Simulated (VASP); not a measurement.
A run of VASP 6.6.1 is set up as follows.

The input INCAR:

```
PREC     = Accurate       # precision mode
ENCUT    = 400            # plane-wave cutoff, eV
EDIFF    = 1E-6           # SCF threshold, eV
ISMEAR   = 1              # smearing method
SIGMA    = 0.1            # smearing width, eV
LREAL    = False          # projectors in reciprocal space
LASPH    = True           # aspherical terms in the spheres
NELM     = 120            # most SCF steps
ALGO     = Normal         # electronic algorithm
ISIF     = 2              # what is computed and relaxed
LWAVE    = False          # write WAVECAR
LCHARG   = True           # write CHGCAR
GGA      = PE             # functional
IVDW     = 12             # dispersion correction
LELF     = True           # ELF
LVHAR    = True         
NBANDS   = 102            # bands
GGA_COMPAT= False        
NELMDL   = -8
```

The input KPOINTS:

```
regular mesh
0
Gamma
  6 6 1
```

The input POSCAR:

```
Ag
1.0
    5.7841334701      0.0000000000      0.0000000000
    2.8920667351      5.0092065240      0.0000000000
    0.0000000000      0.0000000000     23.5840878030
Ag
16
Direct
    0.0000000000      0.0000000000      0.1060036800
    0.5000000000      0.0000000000      0.1060036800
    0.0000000000      0.5000000000      0.1060036800
    0.5000000000      0.5000000000      0.1060036800
    0.1666666700      0.1666666700      0.2061289200
    0.6666666700      0.1666666700      0.2061289200
    0.1666666700      0.6666666700      0.2061289200
    0.6666666700      0.6666666700      0.2061289200
    0.8333758300      0.3333094700      0.3043983300
    0.3335310700      0.3331657200      0.3043496900
    0.8333958300      0.8332831100      0.3043960800
    0.3335594200      0.8331961900      0.3043779500
    0.0002180700     -0.0001615100      0.4040847000
    0.5001548900     -0.0000999900      0.4040992800
    0.0003001000      0.4998246800      0.4040613700
    0.5001836700      0.4998455300      0.4040909100
```

Potentials or basis: VASP PAW PBE potentials, release 64 (Ag).

The run is started by

```bash
$ cat potpaw_PBE.64/Ag/POTCAR > POTCAR
$ mpirun -np 1 vasp_std > vasp.out
```

(1) Estimate the dispersion energy per atom.

(2) Estimate the band gap on the k mesh.

(3) Predict the largest force.

Results:

(1) -0.450 eV.

(2) zero (bands 88 and 89 overlap by 1.11 eV).

(3) 0.034 eV/Å.
